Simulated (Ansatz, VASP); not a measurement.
MgO2: VASP beside Ansatz

```
Mg O
1.0
     1.54057    0.88945    3.49398
    -1.54057    0.88945    3.49398
     0.00000   -1.77890    3.49398
Mg O
1 2
Direct
  0.00000 0.00000 0.00000
  0.42879 0.42879 0.42879
  0.57121 0.57121 0.57121
```

Change from the starting cell: strain -0.040 along x and y, +0.000 along z, atoms carried along.

Alike in both runs: task single point; functional r2SCAN; k mesh 12 × 12 × 12; occupations gaussian, width 0.05 eV; no spin polarisation.

|  | VASP | Ansatz |
| --- | --- | --- |
| version | VASP 6.6.1 | Ansatz 0.2.0 |
| potentials or method | VASP PAW PBE potentials, release 64 (Mg, O), cutoff 520 eV | scalar-relativistic, plane waves, PAW |
| valence electrons in the cell | 14 | 22 |

VASP gave:

| Quantity | Value |
| --- | --- |
| gap on the k mesh at the Fermi level (eV) | 2.78 |
| least direct gap on the mesh (eV) | 2.78 |
| pressure (GPa) | 3.7 |
| traceless stress, the component that is largest in VASP (GPa) | -7.45 |
| rms of the force components (eV/Å) | 0.250 |

**Question.** What did Ansatz give for the same quantities?

**Answer.** gap on the k mesh at the Fermi level (eV): 2.81; least direct gap on the mesh (eV): 2.81; pressure (GPa): 4.1; traceless stress, the component that is largest in VASP (GPa): -8.94; rms of the force components (eV/Å): 0.373.

VASP's potentials were made for PBE, not for r2SCAN. Atom by atom the forces differ by 0.123 eV/Å (rms over components). VASP's potentials hold 14 valence electrons a cell and Ansatz's 22, so a difference there can come from the potentials and not from the codes.
